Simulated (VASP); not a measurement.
# InP (F-43m) in VASP: a series of runs, part 2 of 2

VASP 6.6.1. The steps go on from the part before.

## 4. Relaxation of cell and atoms, LDA, target pressure 7 GPa, at which the enthalpy is minimised

The input, INCAR:

```
  PREC = Accurate
  ENCUT = 600
  EDIFF = 1E-6
  ISMEAR = 0
  SIGMA = 0.01
  LREAL = F
  LASPH = T
  NELM = 80
  ALGO = Normal
  ISIF = 3
  LWAVE = F
  LCHARG = F
  IBRION = 2
  NSW = 100
  EDIFFG = -0.002
  PSTRESS = 70.0
```

The input, KPOINTS:

```
regular mesh
0
Gamma
  8 8 8
```

The input, POSCAR:

```
InP
1.0
    0.0000000000      2.9136709973      2.9136709973
    2.9136709973      0.0000000000      2.9136709973
    2.9136709973      2.9136709973      0.0000000000
In P
1 1
Direct
    0.0000000000      0.0000000000      0.0000000000
    0.7500000000      0.7500000000      0.7500000000
```

Potentials or basis: VASP PAW LDA potentials, release 64 (In_d, P).

Launch:

```bash
$ cat potpaw_LDA.64/In_d/POTCAR potpaw_LDA.64/P/POTCAR > POTCAR
$ mpirun -np 1 vasp_std > vasp.out
```

OUTCAR:

```text
PREC = Accurate
   ENCUT = 600
   EDIFF = 1E-6
   ISMEAR = 0
   LREAL = F
   LASPH = T
   NELM = 80
   ISIF = 3
   IBRION = 2
   NSW = 100
   EDIFFG = -0.002
   PSTRESS = 70.0

 ion  position               nearest neighbor table
   1  0.000  0.000  0.000-   2 2.52   2 2.52   2 2.52   2 2.52
   2  0.750  0.750  0.750-   1 2.52   1 2.52   1 2.52   1 2.52

  LATTYP: Found a face centered cubic cell.
 ALAT       =     5.8273419946

  Lattice vectors:

 A1 = (   0.0000000000,   2.9136709973,   2.9136709973)
 A2 = (   2.9136709973,   0.0000000000,   2.9136709973)
 A3 = (   2.9136709973,   2.9136709973,   0.0000000000)

Analysis of symmetry for initial positions (statically):
=====================================================================
 Subroutine PRICEL returns:
 Original cell was already a primitive cell.

 Routine SETGRP: Setting up the symmetry group for a
 face centered cubic supercell.

 Subroutine GETGRP returns: Found 24 space group operations
 (whereof 24 operations were pure point group operations)
 out of a pool of 48 trial point group operations.

The static configuration has the point symmetry T_d .

Analysis of symmetry for dynamics (positions and initial velocities):
=====================================================================
 Subroutine PRICEL returns:
 Original cell was already a primitive cell.

 Routine SETGRP: Setting up the symmetry group for a
 face centered cubic supercell.

 Subroutine GETGRP returns: Found 24 space group operations
 (whereof 24 operations were pure point group operations)
 out of a pool of 48 trial point group operations.

The dynamic configuration has the point symmetry T_d .

 Subroutine INISYM returns: Found 24 space group operations
 (whereof 24 operations are pure point group operations),
 and found     1 'primitive' translations

----------------------------------------------------------------------------------------

                                     Primitive cell

  volume of cell :      49.4711

  direct lattice vectors                    reciprocal lattice vectors
     0.000000000  2.913670997  2.913670997    -0.171604824  0.171604824  0.171604824
     2.913670997  0.000000000  2.913670997     0.171604824 -0.171604824  0.171604824
     2.913670997  2.913670997  0.000000000     0.171604824  0.171604824 -0.171604824

  length of vectors
     4.120553041  4.120553041  4.120553041     0.297228275  0.297228275  0.297228275

  position of ions in fractional coordinates (direct lattice)
     0.000000000  0.000000000  0.000000000
     0.750000000  0.750000000  0.750000000

  ion indices of the primitive-cell ions
   primitive index   ion index
                 1           1
                 2           2

----------------------------------------------------------------------------------------

 KPOINTS: regular mesh

Automatic generation of k-mesh.
 Grid dimensions read from file:
 generate k-points for:    8    8    8

 Generating k-lattice:

  Cartesian coordinates                     Fractional coordinates (reciprocal lattice)
    -0.021450603  0.021450603  0.021450603     0.125000000  0.000000000  0.000000000
     0.021450603 -0.021450603  0.021450603     0.000000000  0.125000000  0.000000000
     0.021450603  0.021450603 -0.021450603     0.000000000  0.000000000  0.125000000

  Length of vectors
     0.037153534  0.037153534  0.037153534

  Shift w.r.t. Gamma in fractional coordinates (k-lattice)
     0.000000000  0.000000000  0.000000000

 Subroutine IBZKPT returns following result:
 ===========================================

 Found     29 irreducible k-points:

 Following reciprocal coordinates:
            Coordinates               Weight
  0.000000  0.000000  0.000000      1.000000
  0.125000  0.000000  0.000000      8.000000
  0.250000  0.000000  0.000000      8.000000
  0.375000  0.000000  0.000000      8.000000
  0.500000  0.000000  0.000000      4.000000
  0.125000  0.125000  0.000000      6.000000
[... 16 lines left out ...]
  0.500000  0.250000  0.125000     48.000000
 -0.375000  0.250000  0.125000     24.000000
 [... further k-points ...]
   k-points           NKPTS =     29   k-points in BZ     NKDIM =     29   number of bands    NBANDS=     13
   number of dos      NEDOS =    301   number of ions     NIONS =      2
   total plane-waves  NPLWV =  46656
   dimension x,y,z NGX =    36 NGY =   36 NGZ =   36
   dimension x,y,z NGXF=    72 NGYF=   72 NGZF=   72
   ions per type =               1   1
   NGX,Y,Z   is equivalent  to a cutoff of  14.52, 14.52, 14.52 a.u.
   NGXF,Y,Z  is equivalent  to a cutoff of  29.05, 29.05, 29.05 a.u.
 SYSTEM =  unknown system
   PREC   = accura    normal or accurate (medium, high low for compatibility)
   ISTART =      0    job   : 0-new  1-cont  2-samecut
   ICHARG =      2    charge: 1-file 2-atom 10-const
   ISPIN  =      1    spin polarized calculation?
   LNONCOLLINEAR =      F non collinear calculations
   LSORBIT =      F    spin-orbit coupling
   LASPH  =      T    aspherical Exc in radial PAW
   ENCUT  =  600.0 eV  44.10 Ry    6.64 a.u.   8.23  8.23  8.23*2*pi/ulx,y,z
   NELM   =     80;   NELMIN=  2; NELMDL= -5     # of ELM steps
   EDIFF  = 0.1E-05   stopping-criterion for ELM
   LREAL  =      F    real-space projection
   EDIFFG = -.2E-02   stopping-criterion for IOM
   NSW    =    100    number of steps for IOM
   IBRION =      2    ionic relax: 0-MD 1-quasi-New 2-CG
   NFREE  =      1    steps in history (QN), initial steepest desc. (CG)
   ISIF   =      3    stress and relaxation
   ISYM   =      2    0-nonsym 1-usesym 2-fastsym
   POTIM  = 0.5000    time-step for ionic-motion
   TEBEG  =    0.0;   TEEND  =   0.0 temperature during run
   PSTRESS=   70.0 pullay stress
   NELECT =      18.0000    total number of electrons
   NUPDOWN=      -1.0000    fix difference up-down
   EMIN   =  10.00;   EMAX   =-10.00  energy-range for DOS
   EFERMI =   0.00;   METHOD = LEGACY
   ISMEAR =     0;   SIGMA  =   0.01  broadening in eV -4-tet -1-fermi 0-gaus
   EFERMI_NEDOS =   21; number of points for ismear=-14 and -15
   IALGO  =     38    algorithm
   IMIX   =      4    mixing-type and parameters
     AMIX     =   0.40;   BMIX     =  1.00
     AMIX_MAG =   1.60;   BMIX_MAG =  1.00
  volume/ion in A,a.u.               =      24.74       166.92
  Fermi-wavevector in a.u.,A,eV,Ry     =   1.168733  2.208584 18.584686  1.365936
  Thomas-Fermi vector in A             =   2.305215
   LORBIT       =      0    0 simple, 1 ext, 2 COOP (PROOUT), +10 PAW based schemes
   GGA     = CA    functional components
   LHFCALC =     F    Hartree Fock is set to
   AEXX    =    0.0000 exact exchange contribution
   IVDW    =     0    specifies the selected vdW correction
   LEPSILON=     F    determine dielectric tensor
   LRPA    =     F    only Hartree local field effects (RPA)
 conjugate gradient relaxation of ions
 non-spin polarized calculation
 Gauss-broadening in eV      SIGMA  =   0.01
  energy-cutoff  :      600.00
  volume of cell :       49.47
 maximum number of plane-waves:      1676
 NGX is ok and might be reduce to    36
   NGX = 17   NGY = 17   NGZ = 17

--------------------------------------- Ionic step        1  -------------------------------------------

 number of electron      18.0000001 magnetization

 Free energy of the ion-electron system (eV)
  ---------------------------------------------------
  ext. energy  EPLUGINS =         0.00000000
  ---------------------------------------------------
  free energy    TOTEN  =        -9.67227897 eV

  energy without entropy =       -9.67227897  energy(sigma->0) =       -9.67227897

 E-fermi :   5.2471     XC(G=0):  -9.6853

 val. band max:        5.2019265255   @ k =   0.0000   0.0000   0.0000
 cond. band min:       5.8058901415   @ k =   0.0000   0.0000   0.0000
 fundamental gap:      0.6039636161
 Fermi energy:         5.2471360140

 k-point     1 :       0.0000    0.0000    0.0000
  band No.  band energies     occupation
      1      -9.0229      2.00000
      2      -9.0229      2.00000
      3      -9.0229      2.00000
      4      -8.8591      2.00000
      5      -8.8591      2.00000
      6      -6.4638      2.00000
      7       5.2019      2.00000
      8       5.2019      2.00000
      9       5.2019      2.00000
     10       5.8059      0.00000
     11       9.1641      0.00000
     12       9.1641      0.00000
     13       9.1641      0.00000
[... 555 lines left out ...]
  enthalpy is  TOTEN    =        -7.6003938213 eV   P V=        1.9952628301

--------------------------------------- Ionic step        6  -------------------------------------------

 number of electron      17.9999998 magnetization

 Free energy of the ion-electron system (eV)
  ---------------------------------------------------
  ext. energy  EPLUGINS =         0.00000000
  ---------------------------------------------------
  free energy    TOTEN  =        -9.59397628 eV

  energy without entropy =       -9.59397628  energy(sigma->0) =       -9.59397628

 E-fermi :   6.2418     XC(G=0): -10.0402

 val. band max:        6.1596092174   @ k =   0.0000   0.0000   0.0000
 cond. band min:       7.1960095247   @ k =   0.0000   0.0000   0.0000
 fundamental gap:      1.0364003073
 Fermi energy:         6.2417934604

 k-point     1 :       0.0000    0.0000    0.0000
  band No.  band energies     occupation
      1      -8.2796      2.00000
      2      -8.2796      2.00000
      3      -8.2796      2.00000
      4      -8.0686      2.00000
      5      -8.0686      2.00000
      6      -6.1108      2.00000
      7       6.1596      2.00000
      8       6.1596      2.00000
      9       6.1596      2.00000
     10       7.1960      0.00000
     11      10.0993      0.00000
     12      10.0993      0.00000
     13      10.0993      0.00000
[... 397 lines left out ...]
  FREE ENERGIE OF THE ION-ELECTRON SYSTEM (eV)
  ---------------------------------------------------
  free  energy   TOTEN  =        -9.5939762819 eV

  energy  without entropy=       -9.5939762819  energy(sigma->0) =       -9.59397628

  enthalpy is  TOTEN    =        -7.6004048566 eV   P V=        1.9935714253

 reached required accuracy - stopping structural energy minimisation
```

OSZICAR:

```text
N       E                     dE             d eps       ncg     rms          rms(c)
DAV:   1     0.117987599748E+03    0.11799E+03   -0.94165E+03   754   0.174E+03
DAV:   2    -0.166390236732E+01   -0.11965E+03   -0.11618E+03   774   0.350E+02
DAV:   3    -0.987124905737E+01   -0.82073E+01   -0.81545E+01   989   0.936E+01
DAV:   4    -0.101065876170E+02   -0.23534E+00   -0.23514E+00   902   0.173E+01
[... 44 lines left out ...]
       N       E                     dE             d eps       ncg     rms          rms(c)
DAV:   1    -0.959409394664E+01    0.15630E-02   -0.29360E-03   964   0.129E+00    0.806E-02
DAV:   2    -0.959399211854E+01    0.10183E-03   -0.22454E-04   959   0.417E-01    0.259E-02
DAV:   3    -0.959397640408E+01    0.15714E-04   -0.48075E-05   974   0.176E-01    0.150E-02
DAV:   4    -0.959397628188E+01    0.12220E-06   -0.22676E-06   551   0.170E-02
   6 F= -.76004049E+01 E0= -.76004049E+01  d E =-.217768E-05
```

CONTCAR:

```text
InP
   1.00000000000000
     0.0000000000000000    2.8362082476086221    2.8362082476086221
     2.8362082476086221   -0.0000000000000000    2.8362082476086221
     2.8362082476086221    2.8362082476086221   -0.0000000000000000
  In              P
     1     1
Direct
     1.0000000000000000    1.0000000000000000    0.0000000000000000
     0.7500000000000000    0.7500000000000000    0.7500000000000000

  0.00000000E+00  0.00000000E+00  0.00000000E+00
  0.00000000E+00  0.00000000E+00  0.00000000E+00
```

Wall time 2.5 min (1 thread of AMD EPYC, shared host); peak memory 0.15 GiB.

What came out:

- Free energy: -9.5940 eV
- Relaxed volume: 22.81 Å³/atom
- Relaxed cell: a = 4.011 Å, b = 4.011 Å, c = 4.011 Å, α = 60.00°, β = 60.00°, γ = 60.00°
- Space group after relaxing (to 0.05 Å): F-43m (No. 216)
- Energy change on relaxing (the enthalpy is what falls): +39.2 meV/atom
- Ionic steps: 6
- Pressure after relaxing: 7.0 GPa
- Band gap on the k mesh: 1.04 eV, direct

Step by step:
```
step  energy change (eV)  largest force (eV/Å)  pressure (GPa)  volume (Å³)
   1              0.0000                0.0000            0.02        49.47
   2              0.3262                0.0000           16.49        42.15
   3              0.0762                0.0000            6.85        45.68
   4              0.0794                0.0000            7.08        45.60
   5              0.0766                0.0000            6.88        45.67
   6              0.0783                0.0000            7.00        45.63
```

Final structure:
```cif
data_structure
_symmetry_space_group_name_H-M 'P 1'
_symmetry_Int_Tables_number 1
_cell_length_a 4.0110
_cell_length_b 4.0110
_cell_length_c 4.0110
_cell_angle_alpha 60.000
_cell_angle_beta 60.000
_cell_angle_gamma 60.000
_cell_volume 45.63
loop_
_atom_site_label
_atom_site_type_symbol
_atom_site_fract_x
_atom_site_fract_y
_atom_site_fract_z
_atom_site_occupancy
In1 In 0.00000 0.00000 0.00000 1
P1 P 0.75000 0.75000 0.75000 1
```

Caveat: the cell is relaxed towards a set pressure, so the enthalpy falls and the energy may rise; spin-orbit coupling is left out, which moves the levels of the heavy elements.

## 5. Relaxation of cell and atoms, LDA, target pressure 10 GPa, at which the enthalpy is minimised

The input, INCAR:

```
SYSTEM = InP
PREC = Accurate
ENCUT = 600
EDIFF = 1E-6
ISMEAR = 0
SIGMA = 0.01
LREAL = .FALSE.
LASPH = .TRUE.
NELM = 60
ALGO = Normal
ISIF = 3
LWAVE = .FALSE.
LCHARG = .FALSE.
GGA = CA
IBRION = 2
NSW = 100
EDIFFG = -0.002
PSTRESS = 100.0
```

The input, KPOINTS:

```
Automatic mesh
0
G
  8 8 8
  0 0 0
```

POSCAR is that of step 4.

Launch:

```bash
$ cat potpaw_LDA.64/In_d/POTCAR potpaw_LDA.64/P/POTCAR > POTCAR
$ mpirun -np 1 vasp_std > vasp.out
```

Wall time 3.1 min (1 thread of AMD EPYC, shared host); peak memory 0.15 GiB.

It converged, with:

* Free energy: -9.5277 eV
* Relaxed volume: 22.19 Å³/atom
* Relaxed cell: a = 3.974 Å, b = 3.974 Å, c = 3.974 Å, α = 60.00°, β = 60.00°, γ = 60.00°
* Space group after relaxing (to 0.05 Å): F-43m (No. 216)
* Energy change on relaxing (the enthalpy is what falls): +72.3 meV/atom
* Ionic steps: 7
* Pressure after relaxing: 10.0 GPa
* Band gap on the k mesh: 1.18 eV, direct

The path:
```tsv
step	energy change (eV)	largest force (eV/Å)	pressure (GPa)	volume (Å³)
1	0.0000	0.0000	0.02	49.47
2	0.7236	0.0000	27.96	39.24
3	0.1371	0.0000	9.68	44.50
4	0.1438	0.0000	9.97	44.39
5	0.1500	0.0000	10.22	44.29
6	0.1392	0.0000	9.77	44.46
7	0.1446	0.0000	9.99	44.37
```

Final structure:
```yaml
crystal:
  lattice:
    - [0.00000, 2.80995, 2.80995]
    - [2.80995, 0.00000, 2.80995]
    - [2.80995, 2.80995, 0.00000]
  atoms:
    - { symbol: In, position: [0.00000, 0.00000, 0.00000] }
    - { symbol: P, position: [0.75000, 0.75000, 0.75000] }
```

Levels at points of the mesh, in eV from the valence-band top:
```
           k point  band 7  band 8  band 9  band 10  band 11  band 12
(0.00, 0.00, 0.00)    0.00    0.00    0.00     1.18     3.92     3.92
(0.50, 0.00, 0.00)   -6.57   -1.20   -1.20     1.62     4.69     4.69
(0.50, 0.50, 0.00)   -6.46   -2.83   -2.83     1.36     2.07     9.82
```

Caveat: the cell is relaxed towards a set pressure, so the enthalpy falls and the energy may rise; spin-orbit coupling is left out, which moves the levels of the heavy elements.

## 6. Relaxation of cell and atoms, LDA, target pressure 15 GPa, at which the enthalpy is minimised

The input, INCAR:

```
SYSTEM = InP
  PREC = Accurate
  ENCUT = 600
  EDIFF = 1E-7
  ISMEAR = 0
  SIGMA = 0.01
  LREAL = .False.
  LASPH = .True.
  NELM = 100
  ALGO = Normal
  ISIF = 3
  LWAVE = .False.
  LCHARG = .False.
  GGA = CA
  IBRION = 2
  NSW = 100
  EDIFFG = -0.002
  PSTRESS = 150.0
```

The input, KPOINTS:

```
Automatic mesh
0
Gamma
  8 8 8
  0 0 0
```

POSCAR is that of step 5.

Potentials or basis: VASP PAW LDA potentials, release 64 (In_d, P).

Launch:

```bash
$ cat potpaw_LDA.64/In_d/POTCAR potpaw_LDA.64/P/POTCAR > POTCAR
$ mpirun -np 1 vasp_std > vasp.out
```

Run time: 4.2 min. Hardware: 1 thread of AMD EPYC, shared host; peak memory 0.16 GiB.

The run converged. Its results:

```
Free energy                                            : -9.3913 eV
Relaxed volume                                         : 21.31 Å³/atom
Relaxed cell                                           : a = 3.921 Å, b = 3.921 Å, c = 3.921 Å, α = 60.00°, β = 60.00°, γ = 60.00°
Space group after relaxing (to 0.05 Å)                 : F-43m (No. 216)
Energy change on relaxing (the enthalpy is what falls) : +140.5 meV/atom
Ionic steps                                            : 7
Pressure after relaxing                                : 15.0 GPa
Band gap on the k mesh                                 : 1.28 eV, indirect (least direct gap 1.39 eV)
```

Step by step:
```csv
step,energy change (eV),largest force (eV/Å),pressure (GPa),volume (Å³)
1,0.0000,0.0000,0.02,49.47
2,1.8771,0.0000,55.86,34.69
3,0.2499,0.0000,13.94,42.96
4,0.2746,0.0000,14.77,42.68
5,0.2866,0.0000,15.18,42.55
6,0.2744,0.0000,14.79,42.68
7,0.2810,0.0000,14.99,42.61
```

Final structure:
```yaml
crystal:
  lattice:
    - [0.00000, 2.77230, 2.77230]
    - [2.77230, 0.00000, 2.77230]
    - [2.77230, 2.77230, 0.00000]
  atoms:
    - { symbol: In, position: [0.00000, 0.00000, 0.00000] }
    - { symbol: P, position: [0.75000, 0.75000, 0.75000] }
```

Levels at points of the mesh, in eV from the valence-band top:
```
           k point  band 5  band 6  band 7  band 8  band 9  band 10  band 11  band 12  band 13
(0.00, 0.00, 0.00)  -14.42  -12.84    0.00    0.00    0.00     1.39     3.90     3.90     3.90
(0.50, 0.00, 0.00)  -14.39  -10.45   -6.84   -1.27   -1.27     1.71     4.67     4.67     7.11
(0.50, 0.50, 0.00)  -14.35   -9.59   -6.67   -3.00   -3.00     1.28     2.02    10.11    10.53
```

Caveat: the cell is relaxed towards a set pressure, so the enthalpy falls and the energy may rise; spin-orbit coupling is left out, which moves the levels of the heavy elements. A k mesh can miss the band edges.

## 7. Overview

```csv
cell,gap on the mesh (eV),pressure (GPa)
relaxed to 2 GPa,0.74,2.0
relaxed to 4 GPa,0.87,4.0
relaxed to 7 GPa,1.04,7.0
relaxed to 10 GPa,1.18,10.0
relaxed to 15 GPa,1.28,15.0
```

Alike in all rows: task relaxation of cell and atoms; level LDA; potentials or basis VASP PAW LDA potentials, release 64 (In_d, P); no spin polarisation; k mesh 8 × 8 × 8; cutoff (eV) 600; smearing gaussian 0.01 eV.

Caveats: the cell is relaxed towards a set pressure, so the enthalpy falls and the energy may rise; spin-orbit coupling is left out, which moves the levels of the heavy elements.

Absolute energies hang on the potentials; compare differences alone.
